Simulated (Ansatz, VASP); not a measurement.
# BeTe: VASP beside Ansatz

The input POSCAR:

```
BeTe
1.0
    0.0000000000      2.9916000000      2.5484000000
    2.9916000000      0.0000000000      2.5484000000
    2.9916000000      2.9916000000      0.0000000000
Be Te
1 1
Direct
    0.0000000000      0.0000000000      0.0000000000
    0.7500000000      0.7500000000      0.7500000000
```

Contents of INCAR.step1:

```
SYSTEM = BeTe
PREC = Accurate ; ENCUT = 660
ISMEAR = 0 ; SIGMA = 0.05
LREAL = .FALSE. ; LASPH = .TRUE.
NELM = 120 ; NBANDS = 11
GGA = PE ; ALGO = Normal
EDIFF = 1E-5 ; LWAVE = .TRUE.
LCHARG = .FALSE. ; GGA_COMPAT = .FALSE.
```

File INCAR.step2:

```
SYSTEM = BeTe
PREC = Accurate ; ENCUT = 660
EDIFF = 1E-6 ; ISMEAR = 0
SIGMA = 0.05 ; LREAL = .FALSE.
LASPH = .TRUE. ; NELM = 120
ALGO = Normal ; ISIF = 2
LWAVE = .FALSE. ; LCHARG = .TRUE.
METAGGA = R2SCAN ; LMIXTAU = .TRUE.
LELF = .TRUE. ; LVHAR = .TRUE.
NBANDS = 11 ; ISTART = 1
GGA_COMPAT = .FALSE.
```

Contents of KPOINTS:

```
Automatic mesh
0
G
  8 8 8
  0 0 0
```

Input for Ansatz:

```yaml
crystal:
  lattice:
    - [0.0, 2.9916, 2.5484]
    - [2.9916, 0.0, 2.5484]
    - [2.9916, 2.9916, 0.0]
  atoms:
    - { symbol: Be, position: [0.0, 0.0, 0.0] }
    - { symbol: Te, position: [0.75, 0.75, 0.75] }
basis:
  ecutwfc: 500
kpoints:
  mp_grid: { grid: [8, 8, 8] }
hamiltonian:
  xc: r2scan
scf:
  occupations: { method: gaussian, width: 0.05 }
output:
  forces: true
  stress: true
  eigenvalues: true
```

Change from the starting cell: strain +0.080 along x and y, -0.080 along z, atoms carried along.

Alike in both runs: task single point; functional r2SCAN; k mesh 8 × 8 × 8; occupations gaussian, width 0.05 eV; no spin polarisation.

```csv
,VASP,Ansatz
version,VASP 6.6.1,Ansatz 0.2.0
potentials or method,"VASP PAW PBE potentials, release 64 (Be, Te), cutoff 660 eV","scalar-relativistic, plane waves, PAW"
valence electrons in the cell,8,18
```

VASP gave:

```
gap on the k mesh at the Fermi level (eV)                     : 1.38
least direct gap on the mesh (eV)                             : 3.51
pressure (GPa)                                                : -0.5
traceless stress, the component that is largest in VASP (GPa) : 4.85
```

Which values does Ansatz return?

gap on the k mesh at the Fermi level (eV): 1.39; least direct gap on the mesh (eV): 3.51; pressure (GPa): -0.7; traceless stress, the component that is largest in VASP (GPa): 4.88.

VASP's potentials were made for PBE, not for r2SCAN. VASP's potentials hold 8 valence electrons a cell and Ansatz's 18, so a difference there can come from the potentials and not from the codes.

Neither program's run includes spin-orbit coupling.
